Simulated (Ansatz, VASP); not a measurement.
# KRh2S2 in VASP and in Ansatz

```
CELL_PARAMETERS angstrom
0.00000 3.86362 0.00000
3.86362 0.00000 0.00000
1.93181 1.93181 -6.32875
ATOMIC_POSITIONS crystal
S 0.35664 0.35664 0.28672
S 0.64336 0.64336 0.71328
K 0.00000 0.00000 0.00000
Rh 0.75000 0.25000 0.50000
Rh 0.25000 0.75000 0.50000
```

Alike in both runs: functional PBEsol; k mesh 8 × 8 × 8; occupations fermi-dirac, width 0.0675 eV; no spin polarisation.

Ansatz relaxed the structure, and its values are those at the end. VASP's run is a single point on that final structure, the one shown.

|  | VASP | Ansatz |
| --- | --- | --- |
| version | VASP 6.6.1 | Ansatz 0.2.0 |
| potentials or method | VASP PAW PBE potentials, release 64 (S, K_sv, Rh_pv), cutoff 520 eV | PAW plane waves |
| valence electrons in the cell | 51 | 55 |

VASP gave:

```
gap on the k mesh at the Fermi level (eV) : none
pressure (GPa)                            : 0.0
rms of the force components (eV/Å)        : 0.005
```

Problem. What did Ansatz give for the same quantities?

Solution. gap on the k mesh at the Fermi level (eV): none; pressure (GPa): 0.0; rms of the force components (eV/Å): 0.001.

VASP's potentials were made for PBE, not for PBEsol. A gap of «none» marks a metal or a gap that the smearing closes. With one functional, cell and mesh, what is left measures potentials, basis and numerics. VASP's potentials hold 51 valence electrons a cell and Ansatz's 55, so a difference there can come from the potentials and not from the codes.
